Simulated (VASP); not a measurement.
# MgS (F-43m) in VASP: single point with PBEsol

Aim: the single point of MgS with PBEsol.

Everything below comes from runs of VASP 6.6.1. Logs are shortened: lines on timing, memory, paths and dates and some standing lists are left out, and cuts for length are marked.

### Step 1. The cell of the first run

The structure is cubic, space group F-43m (No. 216). The conventional cell has a = 5.666 Å, b = 5.666 Å, c = 5.666 Å, α = 90.00°, β = 90.00°, γ = 90.00°. Within 3.2 Å of Mg (site symmetry -43m) lie 4 S at 2.45 Å. Within 3.2 Å of S (site symmetry -43m) lie 4 Mg at 2.45 Å.

### Step 2. Single point, PBEsol

INCAR

```
ALGO     = Normal         # electronic algorithm
EDIFF    = 1E-6           # SCF threshold, eV
ENCUT    = 520            # plane-wave cutoff, eV
GGA      = PS             # functional
ISIF     = 2              # what is computed and relaxed
ISMEAR   = 0              # smearing method
LASPH    = T              # aspherical terms in the spheres
LCHARG   = F              # write CHGCAR
LREAL    = F              # projectors in reciprocal space
LWAVE    = F              # write WAVECAR
NBANDS   = 11             # bands
NELM     = 60             # most SCF steps
PREC     = Accurate       # precision mode
SIGMA    = 0.01           # smearing width, eV
```

KPOINTS

```
k-points
0
Gamma
  7 7 7
```

POSCAR

```
MgS
1.0
    0.0000000000      2.8331200000      2.8331200000
    2.8331200000      0.0000000000      2.8331200000
    2.8331200000      2.8331200000      0.0000000000
Mg S
1 1
Direct
    0.0000000000      0.0000000000      0.0000000000
    0.7500000000      0.7500000000      0.7500000000
```

Potentials or basis: VASP PAW PBE potentials, release 64 (Mg, S).

Run with:

```
$ cat potpaw_PBE.64/Mg/POTCAR potpaw_PBE.64/S/POTCAR > POTCAR
$ mpirun -np 1 vasp_std > vasp.out
```

OUTCAR:

```text
EDIFF = 1E-6
   ENCUT = 520
   GGA = PS
   ISIF = 2
   ISMEAR = 0
   LASPH = T
   LREAL = F
   NELM = 60
   PREC = Accurate

 ion  position               nearest neighbor table
   1  0.000  0.000  0.000-   2 2.45   2 2.45   2 2.45   2 2.45
   2  0.750  0.750  0.750-   1 2.45   1 2.45   1 2.45   1 2.45

  LATTYP: Found a face centered cubic cell.
 ALAT       =     5.6662400000

  Lattice vectors:

 A1 = (   0.0000000000,   2.8331200000,   2.8331200000)
 A2 = (   2.8331200000,   0.0000000000,   2.8331200000)
 A3 = (   2.8331200000,   2.8331200000,   0.0000000000)

Analysis of symmetry for initial positions (statically):
=====================================================================
 Subroutine PRICEL returns:
 Original cell was already a primitive cell.

 Routine SETGRP: Setting up the symmetry group for a
 face centered cubic supercell.

 Subroutine GETGRP returns: Found 24 space group operations
 (whereof 24 operations were pure point group operations)
 out of a pool of 48 trial point group operations.

The static configuration has the point symmetry T_d .

Analysis of symmetry for dynamics (positions and initial velocities):
=====================================================================
 Subroutine PRICEL returns:
 Original cell was already a primitive cell.

 Routine SETGRP: Setting up the symmetry group for a
 face centered cubic supercell.

 Subroutine GETGRP returns: Found 24 space group operations
 (whereof 24 operations were pure point group operations)
 out of a pool of 48 trial point group operations.

The dynamic configuration has the point symmetry T_d .

 Subroutine INISYM returns: Found 24 space group operations
 (whereof 24 operations are pure point group operations),
 and found     1 'primitive' translations

----------------------------------------------------------------------------------------

                                     Primitive cell

  volume of cell :      45.4805

  direct lattice vectors                    reciprocal lattice vectors
     0.000000000  2.833120000  2.833120000    -0.176483876  0.176483876  0.176483876
     2.833120000  0.000000000  2.833120000     0.176483876 -0.176483876  0.176483876
     2.833120000  2.833120000  0.000000000     0.176483876  0.176483876 -0.176483876

  length of vectors
     4.006636728  4.006636728  4.006636728     0.305679041  0.305679041  0.305679041

  position of ions in fractional coordinates (direct lattice)
     0.000000000  0.000000000  0.000000000
     0.750000000  0.750000000  0.750000000

  ion indices of the primitive-cell ions
   primitive index   ion index
                 1           1
                 2           2

----------------------------------------------------------------------------------------

 KPOINTS: k-points

Automatic generation of k-mesh.
 Grid dimensions read from file:
 generate k-points for:    7    7    7

 Generating k-lattice:

  Cartesian coordinates                     Fractional coordinates (reciprocal lattice)
    -0.025211982  0.025211982  0.025211982     0.142857143  0.000000000  0.000000000
     0.025211982 -0.025211982  0.025211982     0.000000000  0.142857143  0.000000000
     0.025211982  0.025211982 -0.025211982     0.000000000  0.000000000  0.142857143

  Length of vectors
     0.043668434  0.043668434  0.043668434

  Shift w.r.t. Gamma in fractional coordinates (k-lattice)
     0.000000000  0.000000000  0.000000000

 Subroutine IBZKPT returns following result:
 ===========================================

 Found     20 irreducible k-points:

 Following reciprocal coordinates:
            Coordinates               Weight
  0.000000  0.000000  0.000000      1.000000
  0.142857  0.000000  0.000000      8.000000
  0.285714  0.000000  0.000000      8.000000
  0.428571  0.000000  0.000000      8.000000
  0.142857  0.142857  0.000000      6.000000
  0.285714  0.142857  0.000000     24.000000
[... 12 lines left out ...]
 -0.428571  0.428571  0.142857     24.000000
 -0.285714  0.428571  0.142857     24.000000
   k-points           NKPTS =     20   k-points in BZ     NKDIM =     20   number of bands    NBANDS=     11
   number of dos      NEDOS =    301   number of ions     NIONS =      2
   total plane-waves  NPLWV =  27000
   dimension x,y,z NGX =    30 NGY =   30 NGZ =   30
   dimension x,y,z NGXF=    60 NGYF=   60 NGZF=   60
   ions per type =               1   1
   NGX,Y,Z   is equivalent  to a cutoff of  12.45, 12.45, 12.45 a.u.
   NGXF,Y,Z  is equivalent  to a cutoff of  24.90, 24.90, 24.90 a.u.
 SYSTEM =  unknown system
   PREC   = accura    normal or accurate (medium, high low for compatibility)
   ISTART =      0    job   : 0-new  1-cont  2-samecut
   ICHARG =      2    charge: 1-file 2-atom 10-const
   ISPIN  =      1    spin polarized calculation?
   LNONCOLLINEAR =      F non collinear calculations
   LSORBIT =      F    spin-orbit coupling
   LASPH  =      T    aspherical Exc in radial PAW
   ENCUT  =  520.0 eV  38.22 Ry    6.18 a.u.   7.45  7.45  7.45*2*pi/ulx,y,z
   NELM   =     60;   NELMIN=  2; NELMDL= -5     # of ELM steps
   EDIFF  = 0.1E-05   stopping-criterion for ELM
   LREAL  =      F    real-space projection
   EDIFFG = 0.1E-04   stopping-criterion for IOM
   NSW    =      0    number of steps for IOM
   IBRION =     -1    ionic relax: 0-MD 1-quasi-New 2-CG
   NFREE  =      0    steps in history (QN), initial steepest desc. (CG)
   ISIF   =      2    stress and relaxation
   ISYM   =      2    0-nonsym 1-usesym 2-fastsym
   POTIM  = 0.5000    time-step for ionic-motion
   TEBEG  =    0.0;   TEEND  =   0.0 temperature during run
   PSTRESS=    0.0 pullay stress
   NELECT =       8.0000    total number of electrons
   NUPDOWN=      -1.0000    fix difference up-down
   EMIN   =  10.00;   EMAX   =-10.00  energy-range for DOS
   EFERMI =   0.00;   METHOD = LEGACY
   ISMEAR =     0;   SIGMA  =   0.01  broadening in eV -4-tet -1-fermi 0-gaus
   EFERMI_NEDOS =   21; number of points for ismear=-14 and -15
   IALGO  =     38    algorithm
   IMIX   =      4    mixing-type and parameters
     AMIX     =   0.40;   BMIX     =  1.00
     AMIX_MAG =   1.60;   BMIX_MAG =  1.00
  volume/ion in A,a.u.               =      22.74       153.46
  Fermi-wavevector in a.u.,A,eV,Ry     =   0.917269  1.733386 11.447693  0.841382
  Thomas-Fermi vector in A             =   2.042218
   LORBIT       =      0    0 simple, 1 ext, 2 COOP (PROOUT), +10 PAW based schemes
   GGA     = PS    functional components
   LHFCALC =     F    Hartree Fock is set to
   AEXX    =    0.0000 exact exchange contribution
   IVDW    =     0    specifies the selected vdW correction
   LEPSILON=     F    determine dielectric tensor
   LRPA    =     F    only Hartree local field effects (RPA)
 non-spin polarized calculation
 Gauss-broadening in eV      SIGMA  =   0.01
  energy-cutoff  :      520.00
  volume of cell :       45.48
 maximum number of plane-waves:      1243
 NGX is ok and might be reduce to    30
   NGX = 15   NGY = 15   NGZ = 15

 number of electron       8.0000001 magnetization

 Free energy of the ion-electron system (eV)
  ---------------------------------------------------
  ext. energy  EPLUGINS =         0.00000000
  ---------------------------------------------------
  free energy    TOTEN  =        -8.91687550 eV

  energy without entropy =       -8.91687550  energy(sigma->0) =       -8.91687550

 E-fermi :   1.1023     XC(G=0):  -8.5678

 val. band max:        0.9869166531   @ k =   0.0000   0.0000   0.0000
 cond. band min:       4.2717339173   @ k =   0.0000   0.0000   0.0000
 fundamental gap:      3.2848172642
 Fermi energy:         1.1022904091

 k-point     1 :       0.0000    0.0000    0.0000
  band No.  band energies     occupation
      1     -10.2745      2.00000
      2       0.9869      2.00000
      3       0.9869      2.00000
      4       0.9869      2.00000
      5       4.2717      0.00000
      6       8.8536      0.00000
      7       8.8536      0.00000
      8       8.8536      0.00000
      9      11.7656      0.00000
     10      11.7656      0.00000
     11      14.5154      0.00000

 k-point     2 :       0.1429    0.0000    0.0000
  band No.  band energies     occupation
      1     -10.1604      2.00000
      2       0.1208      2.00000
      3       0.9181      2.00000
      4       0.9181      2.00000
      5       5.0965      0.00000
      6       8.6224      0.00000
      7       9.0673      0.00000
      8       9.0673      0.00000
      9      11.2132      0.00000
     10      11.2132      0.00000
     11      13.7409      0.00000

 k-point     3 :       0.2857    0.0000    0.0000
  band No.  band energies     occupation
      1      -9.8800      2.00000
      2      -1.2107      2.00000
      3       0.7756      2.00000
      4       0.7756      2.00000
      5       5.9270      0.00000
      6       8.7946      0.00000
      7       8.9655      0.00000
      8       8.9655      0.00000
      9      11.6070      0.00000
     10      11.6070      0.00000
     11      12.9172      0.00000

 k-point     4 :       0.4286    0.0000    0.0000
  band No.  band energies     occupation
      1      -9.6247      2.00000
      2      -2.0704      2.00000
      3       0.6716      2.00000
      4       0.6716      2.00000
      5       5.9872      0.00000
      6       8.5832      0.00000
      7       8.5832      0.00000
      8       9.3318      0.00000
      9      13.3677      0.00000
     10      13.3960      0.00000
     11      13.3960      0.00000
[... 183 lines left out ...]
 k-point    18 :      -0.4286    0.2857    0.1429
  band No.  band energies     occupation
      1      -9.4771      2.00000
      2      -1.6754      2.00000
      3      -0.4596      2.00000
      4       0.2665      2.00000
      5       6.7581      0.00000
      6       7.6626      0.00000
      7       9.0818      0.00000
      8      10.1574      0.00000
      9      12.1074      0.00000
     10      13.7384      0.00000
     11      15.3361      0.00000

 k-point    19 :      -0.4286    0.4286    0.1429
  band No.  band energies     occupation
      1      -9.3986      2.00000
      2      -1.6061      2.00000
      3      -0.4340      2.00000
      4      -0.1399      2.00000
      5       5.7066      0.00000
      6       7.5054      0.00000
      7       9.7663      0.00000
      8      11.3214      0.00000
      9      12.7316      0.00000
     10      14.3396      0.00000
     11      15.5613      0.00000

 k-point    20 :      -0.2857    0.4286    0.1429
  band No.  band energies     occupation
      1      -9.3722      2.00000
      2      -1.3868      2.00000
      3      -0.9628      2.00000
      4      -0.0907      2.00000
      5       6.2689      0.00000
      6       8.2959      0.00000
      7       9.5090      0.00000
      8       9.9212      0.00000
      9      12.7776      0.00000
     10      13.5181      0.00000
     11      15.8512      0.00000

------------------------ aborting loop because EDIFF is reached ----------------------------------------

  FORCE on cell =-STRESS in cart. coord.  units (eV):
  Direction    XX          YY          ZZ          XY          YZ          ZX
  --------------------------------------------------------------------------------------
  -------------------------------------------------------------------------------------
  Total       -0.1505641     -0.1505641     -0.1505641      0.0000000      0.0000000      0.0000000
  in kB       -5.3040440     -5.3040440     -5.3040440      0.0000000      0.0000000      0.0000000
  external PRESSURE =      -5.3040440 kB  Pullay stress =       0.0000000 kB

 VOLUME and BASIS-vectors are now :
 -----------------------------------------------------------------------------
  energy-cutoff  :      520.00
  volume of cell :       45.48
      direct lattice vectors                 reciprocal lattice vectors
     0.000000000  2.833120000  2.833120000    -0.176483876  0.176483876  0.176483876
     2.833120000  0.000000000  2.833120000     0.176483876 -0.176483876  0.176483876
     2.833120000  2.833120000  0.000000000     0.176483876  0.176483876 -0.176483876

 POSITION                                       TOTAL-FORCE (eV/Angst)
 -----------------------------------------------------------------------------------
      0.00000      0.00000      0.00000         0.000000     -0.000000      0.000000
      4.24968      4.24968      4.24968        -0.000000      0.000000     -0.000000
 -----------------------------------------------------------------------------------
    total drift:                               -0.000000     -0.000000     -0.000000

  FREE ENERGIE OF THE ION-ELECTRON SYSTEM (eV)
  ---------------------------------------------------
  free  energy   TOTEN  =        -8.9168754982 eV

  energy  without entropy=       -8.9168754982  energy(sigma->0) =       -8.91687550
```

Run time: 7.6 s. Hardware: 1 thread of Intel Xeon 6975P-C, shared host; peak memory 0.16 GiB.

Results:

| Quantity | Value |
| --- | --- |
| Free energy | -8.9169 eV |
| Pressure | -0.5 GPa |
| Band gap on the k mesh | 3.28 eV, direct |

Caveat: the PAW data sets were made with another functional, which shifts forces and pressure a little.
